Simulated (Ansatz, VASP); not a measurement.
**Sr3O in VASP and in Ansatz**

```xyz
4
Lattice="5.5732 0.0000 0.0000 0.0000 5.5732 0.0000 0.0000 0.0000 4.5827" Properties=species:S:1:pos:R:3 pbc="T T T"
Sr    0.0000    2.7866    2.2913
Sr    2.7866    0.0000    2.2913
Sr    2.7866    2.7866    0.0000
O     0.0000    0.0000    0.0000
```

Alike in both runs: functional PBE; k mesh 10 × 10 × 10; occupations gaussian, width 0.1 eV; no spin polarisation.

Ansatz relaxed the structure, and its values are those at the end. VASP's run is a single point on that final structure, the one shown.

```csv
,VASP,Ansatz
version,VASP 6.6.1,Ansatz 0.2.0
potentials or method,"VASP PAW PBE potentials, release 64 (Sr_sv, O), cutoff 520 eV","scalar-relativistic, plane waves, PAW"
valence electrons in the cell,36,36
```

Ansatz gave:

* gap on the k mesh at the Fermi level (eV): none
* pressure (GPa): 0.0

Task: What did VASP give for the same quantities?

Result: gap on the k mesh at the Fermi level (eV): none; pressure (GPa): 0.1.

A gap of «none» marks a metal or a gap that the smearing closes.
